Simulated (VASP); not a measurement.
Wanted: the native input for a VASP 6.6.1 run.

* Task: single point
* Functional: PBEsol
* Potentials or basis: VASP PAW PBE potentials, release 64 (Al)
* Cutoff: 500 eV
* k mesh: 20 × 20 × 20
* Occupations: fermi-dirac, width 0.05 eV
* Spin: no spin polarisation
* Dipole correction: no
* Further INCAR settings: ALGO = Normal; EDIFF = 1e-06; NBANDS = 8

The structure of Al lies in POSCAR:

```
Al
1.0
   -1.5495502562      1.5495502562      1.5495502562
    1.5495502562     -1.5495502562      1.5495502562
    1.5495502562      1.5495502562     -1.5495502562
Al
1
Direct
    0.0000000000      0.0000000000      0.0000000000
```

This isn't the form of Al at room conditions, which is fcc.

One way to write it, as run:

INCAR

```
PREC     = Accurate       # precision mode
ENCUT    = 500            # plane-wave cutoff, eV
EDIFF    = 1E-6           # SCF threshold, eV
ISMEAR   = -1             # smearing method
SIGMA    = 0.05           # smearing width, eV
LREAL    = F              # projectors in reciprocal space
LASPH    = T              # aspherical terms in the spheres
NELM     = 120            # most SCF steps
ALGO     = Normal         # electronic algorithm
ISIF     = 2              # what is computed and relaxed
LWAVE    = F              # write WAVECAR
LCHARG   = T              # write CHGCAR
GGA      = PS             # functional
LELF     = T              # ELF
LVHAR    = T            
NBANDS   = 8              # bands
GGA_COMPAT= F
```

KPOINTS

```
Automatic mesh
0
Gamma
  20 20 20
```

Potentials or basis: VASP PAW PBE potentials, release 64 (Al).

Command:

```console
$ cat potpaw_PBE.64/Al/POTCAR > POTCAR
$ mpirun -np 1 vasp_std > vasp.out
```

It gave:

The pressure is 10.1 GPa and the band gap on the k mesh is zero (an odd number of electrons rules out a gap without spin polarisation).

Caveat: the cell stands under pressure; the PAW data sets were made with another functional, which shifts forces and pressure a little.

It took 11 s on 1 thread of AMD EPYC 9R45 96-Core Processor (Zen 5), on a shared host, peak memory 0.1 GiB.
